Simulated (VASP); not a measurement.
# Mg2ZnS3 (Pmm2) in VASP: further runs

Mg2ZnS3 is run at these levels: PBE; tasks: relaxation of cell and atoms, single point.

Everything below comes from runs of VASP 6.6.1. Logs are shortened: lines on timing, memory, paths and dates and some standing lists are left out, and cuts for length are marked.

## Step 1: The cell of the first run

The structure is orthorhombic, space group Pmm2 (No. 25). The conventional cell has a = 3.568 Å, b = 4.513 Å, c = 7.850 Å, α = 90.00°, β = 90.00°, γ = 90.00°. Within 4.1 Å of Mg (site symmetry mm2) lie 2 Zn at 3.09 Å and 10 S at 3.17 to 3.35 Å and 2 Mg at 3.57 Å. Within 4.0 Å of Mg (site symmetry mm2) lie 8 S at 3.05 to 3.21 Å and 4 Zn at 3.16 Å and 2 Mg at 3.57 Å. Zn (site symmetry mm2) has 3 S at 2.50 to 2.53 Å and 6 Mg at 3.09 to 3.16 Å within 3.3 Å. S (site symmetry mm2) has 5 S at 2.70 to 3.57 Å and 6 Mg at 3.17 to 3.21 Å within 3.6 Å. S (site symmetry mm2) has 2 Zn at 2.53 Å and 1 S at 2.70 Å and 6 Mg at 3.05 to 3.18 Å within 3.3 Å. Within 3.4 Å of S (site symmetry mm2) lie 1 Zn at 2.50 Å and 2 S at 2.71 Å and 6 Mg at 3.11 to 3.35 Å.

The cell was generated, and may not be a known phase.

## Step 2: Relaxation of cell and atoms, PBE

The input, INCAR:

```
  ALGO = Normal
  EDIFF = 1E-7
  EDIFFG = -0.04
  ENCUT = 600
  GGA = PE
  IBRION = 2
  ISIF = 3
  ISMEAR = 0
  LASPH = T
  LCHARG = F
  LREAL = F
  LWAVE = F
  NELM = 80
  NSW = 90
  PREC = Accurate
  SIGMA = 0.1
```

The input, KPOINTS:

```
k-points
0
Gamma
  6 4 2
```

The input, POSCAR:

```
Mg2ZnS3
1.0
    3.5679250000      0.0000000000      0.0000000000
    0.0000000000      4.5134341000      0.0000000000
    0.0000000000      0.0000000000      7.8503157600
Mg Zn S
2 1 3
Direct
    0.0000000000      0.0000000000      0.0078570000
    0.0000000000      0.5000000000      0.4968310000
    0.5000000000      0.0000000000      0.3288260100
    0.5000000000      0.5000000000      0.8373519800
    0.5000000000      0.5000000000      0.1818650100
    0.5000000000      0.0000000000      0.6472690100
```

Potentials or basis: VASP PAW PBE potentials, release 64 (Mg, Zn, S).

The run is started by

```
$ cat potpaw_PBE.64/Mg/POTCAR potpaw_PBE.64/Zn/POTCAR potpaw_PBE.64/S/POTCAR > POTCAR
$ mpirun -np 1 vasp_std > vasp.out
```

OUTCAR:

```text
EDIFF = 1E-7
   EDIFFG = -0.04
   ENCUT = 600
   GGA = PE
   IBRION = 2
   ISIF = 3
   ISMEAR = 0
   LASPH = T
   LREAL = F
   NELM = 80
   NSW = 90
   PREC = Accurate

 ion  position               nearest neighbor table
   1  0.000  0.000  0.008-   3 3.09   3 3.09   4 3.17   4 3.17   4 3.17   4 3.17   5 3.18   5 3.18
                             5 3.18   5 3.18
   2  0.000  0.500  0.497-   5 3.05   5 3.05   6 3.11   6 3.11   6 3.11   6 3.11   3 3.16   3 3.16
                             3 3.16   3 3.16   4 3.21   4 3.21
   3  0.500  0.000  0.329-   6 2.50   5 2.53   5 2.53   1 3.09   1 3.09   2 3.16   2 3.16   2 3.16
                             2 3.16
   4  0.500  0.500  0.837-   5 2.70   6 2.71   6 2.71   1 3.17   1 3.17   1 3.17   1 3.17   2 3.21
                             2 3.21
   5  0.500  0.500  0.182-   3 2.53   3 2.53   4 2.70   2 3.05   2 3.05   1 3.18   1 3.18   1 3.18
                             1 3.18
   6  0.500  0.000  0.647-   3 2.50   4 2.71   4 2.71   2 3.11   2 3.11   2 3.11   2 3.11

  LATTYP: Found a simple orthorhombic cell.
 ALAT       =     3.5679250000
 B/A-ratio  =     1.2650025155
 C/A-ratio  =     2.2002468550

  Lattice vectors:

 A1 = (   3.5679250000,   0.0000000000,   0.0000000000)
 A2 = (   0.0000000000,   4.5134341000,   0.0000000000)
 A3 = (   0.0000000000,   0.0000000000,   7.8503157600)

Analysis of symmetry for initial positions (statically):
=====================================================================
 Subroutine PRICEL returns:
 Original cell was already a primitive cell.

 Routine SETGRP: Setting up the symmetry group for a
 simple orthorhombic supercell.

 Subroutine GETGRP returns: Found  4 space group operations
 (whereof  4 operations were pure point group operations)
 out of a pool of  8 trial point group operations.

The static configuration has the point symmetry C_2v.

Analysis of symmetry for dynamics (positions and initial velocities):
=====================================================================
 Subroutine PRICEL returns:
 Original cell was already a primitive cell.

 Routine SETGRP: Setting up the symmetry group for a
 simple orthorhombic supercell.

 Subroutine GETGRP returns: Found  4 space group operations
 (whereof  4 operations were pure point group operations)
 out of a pool of  8 trial point group operations.

The dynamic configuration has the point symmetry C_2v.

 Subroutine INISYM returns: Found  4 space group operations
 (whereof  4 operations are pure point group operations),
 and found     1 'primitive' translations

----------------------------------------------------------------------------------------

                                     Primitive cell

  volume of cell :     126.4183

  direct lattice vectors                    reciprocal lattice vectors
     3.567925000  0.000000000  0.000000000     0.280274950  0.000000000  0.000000000
     0.000000000  4.513434100  0.000000000     0.000000000  0.221560785  0.000000000
     0.000000000  0.000000000  7.850315760     0.000000000  0.000000000  0.127383411

  length of vectors
     3.567925000  4.513434100  7.850315760     0.280274950  0.221560785  0.127383411

  position of ions in fractional coordinates (direct lattice)
     0.000000000  0.000000000  0.007857000
     0.000000000  0.500000000  0.496831000
     0.500000000  0.000000000  0.328826010
     0.500000000  0.500000000  0.837351980
     0.500000000  0.500000000  0.181865010
     0.500000000  0.000000000  0.647269010

  ion indices of the primitive-cell ions
   primitive index   ion index
                 1           1
                 2           2
                 3           3
                 4           4
                 5           5
                 6           6

----------------------------------------------------------------------------------------

 KPOINTS: k-points

Automatic generation of k-mesh.
 Grid dimensions read from file:
 generate k-points for:    6    4    2

 Generating k-lattice:

  Cartesian coordinates                     Fractional coordinates (reciprocal lattice)
     0.046712492  0.000000000  0.000000000     0.166666667  0.000000000  0.000000000
     0.000000000  0.055390196  0.000000000     0.000000000  0.250000000  0.000000000
     0.000000000  0.000000000  0.063691706     0.000000000  0.000000000  0.500000000

  Length of vectors
     0.046712492  0.055390196  0.063691706

  Shift w.r.t. Gamma in fractional coordinates (k-lattice)
     0.000000000  0.000000000  0.000000000

 Subroutine IBZKPT returns following result:
 ===========================================

 Found     24 irreducible k-points:

 Following reciprocal coordinates:
            Coordinates               Weight
  0.000000  0.000000  0.000000      1.000000
  0.166667  0.000000  0.000000      2.000000
  0.333333  0.000000  0.000000      2.000000
  0.500000  0.000000  0.000000      1.000000
  0.000000  0.250000  0.000000      2.000000
  0.166667  0.250000  0.000000      4.000000
[... 16 lines left out ...]
  0.333333  0.500000  0.500000      2.000000
  0.500000  0.500000  0.500000      1.000000
   k-points           NKPTS =     24   k-points in BZ     NKDIM =     24   number of bands    NBANDS=     21
   number of dos      NEDOS =    301   number of ions     NIONS =      6
   total plane-waves  NPLWV =  69120
   dimension x,y,z NGX =    30 NGY =   36 NGZ =   64
   dimension x,y,z NGXF=    60 NGYF=   72 NGZF=  128
   ions per type =               2   1   3
   NGX,Y,Z   is equivalent  to a cutoff of  13.98, 13.26, 13.55 a.u.
   NGXF,Y,Z  is equivalent  to a cutoff of  27.96, 26.52, 27.11 a.u.
 SYSTEM =  unknown system
   PREC   = accura    normal or accurate (medium, high low for compatibility)
   ISTART =      0    job   : 0-new  1-cont  2-samecut
   ICHARG =      2    charge: 1-file 2-atom 10-const
   ISPIN  =      1    spin polarized calculation?
   LNONCOLLINEAR =      F non collinear calculations
   LSORBIT =      F    spin-orbit coupling
   LASPH  =      T    aspherical Exc in radial PAW
   ENCUT  =  600.0 eV  44.10 Ry    6.64 a.u.   7.13  9.01 15.68*2*pi/ulx,y,z
   NELM   =     80;   NELMIN=  2; NELMDL= -5     # of ELM steps
   EDIFF  = 0.1E-06   stopping-criterion for ELM
   LREAL  =      F    real-space projection
   EDIFFG = -.4E-01   stopping-criterion for IOM
   NSW    =     90    number of steps for IOM
   IBRION =      2    ionic relax: 0-MD 1-quasi-New 2-CG
   NFREE  =      1    steps in history (QN), initial steepest desc. (CG)
   ISIF   =      3    stress and relaxation
   ISYM   =      2    0-nonsym 1-usesym 2-fastsym
   POTIM  = 0.5000    time-step for ionic-motion
   TEBEG  =    0.0;   TEEND  =   0.0 temperature during run
   PSTRESS=    0.0 pullay stress
   NELECT =      34.0000    total number of electrons
   NUPDOWN=      -1.0000    fix difference up-down
   EMIN   =  10.00;   EMAX   =-10.00  energy-range for DOS
   EFERMI =   0.00;   METHOD = LEGACY
   ISMEAR =     0;   SIGMA  =   0.10  broadening in eV -4-tet -1-fermi 0-gaus
   EFERMI_NEDOS =   21; number of points for ismear=-14 and -15
   IALGO  =     38    algorithm
   IMIX   =      4    mixing-type and parameters
     AMIX     =   0.40;   BMIX     =  1.00
     AMIX_MAG =   1.60;   BMIX_MAG =  1.00
  volume/ion in A,a.u.               =      21.07       142.19
  Fermi-wavevector in a.u.,A,eV,Ry     =   1.056731  1.996932 15.193362  1.116681
  Thomas-Fermi vector in A             =   2.191978
   LORBIT       =      0    0 simple, 1 ext, 2 COOP (PROOUT), +10 PAW based schemes
   GGA     = PE    functional components
   LHFCALC =     F    Hartree Fock is set to
   AEXX    =    0.0000 exact exchange contribution
   IVDW    =     0    specifies the selected vdW correction
   LEPSILON=     F    determine dielectric tensor
   LRPA    =     F    only Hartree local field effects (RPA)
 conjugate gradient relaxation of ions
 non-spin polarized calculation
 Gauss-broadening in eV      SIGMA  =   0.10
  energy-cutoff  :      600.00
  volume of cell :      126.42
 maximum number of plane-waves:      4260
 NGX is ok and might be reduce to    30
   NGX = 15   NGY = 19   NGZ = 31

--------------------------------------- Ionic step        1  -------------------------------------------

 number of electron      34.0000006 magnetization

 Free energy of the ion-electron system (eV)
  ---------------------------------------------------
  ext. energy  EPLUGINS =         0.00000000
  ---------------------------------------------------
  free energy    TOTEN  =       -16.94762888 eV

  energy without entropy =      -16.93410993  energy(sigma->0) =      -16.94086941

------------------------ aborting loop because EDIFF is reached ----------------------------------------

  FORCE on cell =-STRESS in cart. coord.  units (eV):
  Direction    XX          YY          ZZ          XY          YZ          ZX
  --------------------------------------------------------------------------------------
  -------------------------------------------------------------------------------------
  Total       -2.7194776     -6.8365534     -4.5536927      0.0000000      0.0000000      0.0000000
  in kB      -34.4656226    -86.6438708    -57.7117645      0.0000000      0.0000000      0.0000000
  external PRESSURE =     -59.6070860 kB  Pullay stress =       0.0000000 kB
[... 101 lines left out ...]
  FREE ENERGIE OF THE ION-ELECTRON SYSTEM (eV)
  ---------------------------------------------------
  free  energy   TOTEN  =       -17.7016849141 eV

  energy  without entropy=      -17.6873402971  energy(sigma->0) =      -17.69451261

 E-fermi :   5.3595     XC(G=0): -10.0462

 val. band max:        5.3527484642   @ k =   0.3333   0.5000   0.0000
 cond. band min:       5.3697554113   @ k =   0.5000   0.2500   0.5000
 fundamental gap:      0.0170069471
 Fermi energy:         5.3595029733

 k-point     1 :       0.0000    0.0000    0.0000
  band No.  band energies     occupation
      1      -9.7726      2.00000
      2      -8.6976      2.00000
      3      -7.1484      2.00000
      4      -3.3685      2.00000
      5      -3.2393      2.00000
      6      -2.9362      2.00000
[... 565 lines left out ...]
     20       7.5382      0.00000
     21       8.3942      0.00000

 E-fermi :   5.0439     XC(G=0):  -9.9175

 val. band max:        5.0060871149   @ k =   0.0000   0.0000   0.5000
 cond. band min:       5.0576960656   @ k =   0.3333   0.0000   0.0000
 fundamental gap:      0.0516089507
 Fermi energy:         5.0439483560

 k-point     1 :       0.0000    0.0000    0.0000
  band No.  band energies     occupation
      1      -9.8654      2.00000
      2      -8.8393      2.00000
      3      -7.3365      2.00000
      4      -3.5684      2.00000
      5      -3.3897      2.00000
      6      -3.1602      2.00000
[... 565 lines left out ...]
     20       7.1525      0.00000
     21       8.1997      0.00000

[... ionic steps 4 to 61 ...]

--------------------------------------- Ionic step       62  -------------------------------------------

 number of electron      33.9999989 magnetization

------------------------ aborting loop because EDIFF is reached ----------------------------------------
[... 75 lines left out ...]
--------------------------------------- Ionic step       64  -------------------------------------------

 number of electron      33.9999990 magnetization

 Free energy of the ion-electron system (eV)
  ---------------------------------------------------
  ext. energy  EPLUGINS =         0.00000000
  ---------------------------------------------------
  free energy    TOTEN  =       -21.46952816 eV

  energy without entropy =      -21.46750376  energy(sigma->0) =      -21.46851596

 E-fermi :   3.9694     XC(G=0):  -9.3069

 val. band max:        3.8842228495   @ k =   0.0000   0.5000   0.0000
 cond. band min:       4.0223261681   @ k =   0.5000   0.5000   0.5000
 fundamental gap:      0.1381033186
 Fermi energy:         3.9694157745

 k-point     1 :       0.0000    0.0000    0.0000
  band No.  band energies     occupation
      1      -9.9010      2.00000
      2      -9.2557      2.00000
      3      -8.9984      2.00000
      4      -3.5241      2.00000
      5      -3.4959      2.00000
      6      -3.3943      2.00000
[... 598 lines left out ...]
  FREE ENERGIE OF THE ION-ELECTRON SYSTEM (eV)
  ---------------------------------------------------
  free  energy   TOTEN  =       -21.4695281647 eV

  energy  without entropy=      -21.4675037561  energy(sigma->0) =      -21.46851596

 reached required accuracy - stopping structural energy minimisation
```

Wall time 38 min (1 thread of Intel Xeon 6975P-C (Granite Rapids), shared host); peak memory 0.32 GiB.

What came out:

```yaml
Free_energy: -21.4695 eV
Relaxed_volume: 19.92 Å³/atom
Relaxed_cell: a = 3.438 Å, b = 3.532 Å, c = 9.845 Å, α = 90.00°, β = 90.00°, γ = 90.00°
Space_group_after_relaxing_to_0.1_Å: Pmm2 (No. 25)
Energy_gained_by_relaxing: 753.6 meV/atom
Ionic_steps: 64
Pressure_after_relaxing: 0.0 GPa
Largest_force_after_relaxing: 0.037 eV/Å
Band_gap_on_the_k_mesh: 0.14 eV (least direct gap 0.45 eV)
```

Forces in eV/Å, atoms in the order of the input:
```
Mg   0.000  0.000 -0.009
Mg   0.000  0.000 -0.032
Zn   0.000  0.000 -0.001
S    0.000  0.000  0.003
S    0.000  0.000  0.037
S    0.000  0.000  0.001
```

Step by step:
| step | energy change (eV) | largest force (eV/Å) | pressure (GPa) | volume (Å³) |
| --- | --- | --- | --- | --- |
| 1 | 0.0000 | 1.9714 | -5.96 | 126.42 |
| 3 | -0.7541 | 1.5253 | 3.65 | 107.23 |
| 5 | -1.4815 | 1.7070 | 10.33 | 103.52 |
| 7 | -2.7296 | 1.1550 | 5.72 | 113.99 |
| 9 | -3.0281 | 2.1356 | 5.65 | 125.92 |
| 11 | -3.5202 | 1.0530 | -2.08 | 143.89 |
| 13 | -3.9636 | 0.3692 | -1.99 | 147.94 |
| 15 | -4.0405 | 0.2267 | -0.17 | 143.44 |
| 17 | -4.0503 | 0.1941 | -0.08 | 142.41 |
| 19 | -4.0535 | 0.1821 | -0.09 | 142.15 |
| 21 | -4.0758 | 0.1673 | 0.02 | 139.80 |
| 23 | -4.0878 | 0.2839 | 0.16 | 136.55 |
| 25 | -4.0955 | 0.3372 | -0.40 | 135.43 |
| 27 | -4.1047 | 0.3216 | -0.06 | 135.21 |
| 29 | -4.1134 | 0.3087 | 1.84 | 130.24 |
| 31 | -4.1282 | 0.3059 | 0.96 | 132.29 |
| 33 | -4.1626 | 0.3262 | 0.24 | 132.59 |
| 35 | -4.1787 | 0.4562 | -0.39 | 132.87 |
| 37 | -4.2105 | 0.4888 | -0.17 | 131.67 |
| 39 | -4.2492 | 0.3638 | 0.47 | 130.41 |
| 41 | -4.2521 | 0.5338 | 0.67 | 129.99 |
| 43 | -4.2770 | 0.3776 | -0.61 | 131.54 |
| 45 | -4.3211 | 0.3201 | -0.35 | 129.29 |
| 47 | -4.2859 | 1.8541 | 1.59 | 119.35 |
| 49 | -4.3713 | 0.7686 | 0.17 | 124.54 |
| 51 | -4.4533 | 0.5044 | 0.34 | 120.90 |
| 53 | -4.4655 | 0.4864 | 0.53 | 119.64 |
| 55 | -4.4965 | 0.4125 | 0.22 | 119.35 |
| 57 | -4.5135 | 0.2137 | 0.03 | 119.37 |
| 59 | -4.5201 | 0.0957 | 0.02 | 119.48 |
| 61 | -4.5212 | 0.0508 | -0.03 | 119.56 |
| 63 | -4.5216 | 0.0465 | 0.08 | 119.38 |
| 64 | -4.5219 | 0.0369 | -0.01 | 119.54 |

Final structure:
```cif
data_structure
_symmetry_space_group_name_H-M 'P 1'
_symmetry_Int_Tables_number 1
_cell_length_a 3.4376
_cell_length_b 3.5322
_cell_length_c 9.8449
_cell_angle_alpha 90.000
_cell_angle_beta 90.000
_cell_angle_gamma 90.000
_cell_volume 119.54
loop_
_atom_site_label
_atom_site_type_symbol
_atom_site_fract_x
_atom_site_fract_y
_atom_site_fract_z
_atom_site_occupancy
Mg1 Mg 0.00000 0.00000 0.96878 1
Mg2 Mg 0.00000 0.50000 0.64035 1
Zn1 Zn 0.50000 0.00000 0.31726 1
S1 S 0.50000 0.50000 0.85263 1
S2 S 0.50000 0.50000 0.17391 1
S3 S 0.50000 0.00000 0.54706 1
```

Levels at points of the mesh, in eV from the valence-band top:
| k point | band 15 | band 16 | band 17 | band 18 | band 19 | band 20 |
| --- | --- | --- | --- | --- | --- | --- |
| (0.00, 0.00, 0.00) | -1.34 | -1.26 | -0.61 | 0.52 | 2.75 | 2.79 |
| (0.50, 0.00, 0.00) | -0.90 | -0.84 | -0.81 | 1.24 | 1.69 | 3.22 |
| (0.00, 0.50, 0.00) | -1.16 | -1.14 | 0.00 | 0.45 | 4.15 | 4.28 |
| (0.50, 0.50, 0.00) | -2.74 | -2.73 | -1.57 | 0.45 | 0.97 | 1.21 |
| (0.00, 0.00, 0.50) | -1.44 | -1.03 | -0.55 | 1.37 | 2.04 | 3.03 |
| (0.50, 0.00, 0.50) | -1.55 | -1.23 | -0.58 | 0.34 | 3.41 | 3.90 |
| (0.00, 0.50, 0.50) | -1.16 | -1.14 | 0.00 | 1.43 | 2.79 | 2.97 |
| (0.50, 0.50, 0.50) | -3.02 | -2.85 | -1.07 | 0.14 | 1.34 | 1.68 |

Caveat: semilocal functionals underestimate gaps, and a narrow one can read as zero; a cell axis changed by over 15 % at a fixed basis, so the end point is rough.

(Continued in part 2 of 2.)
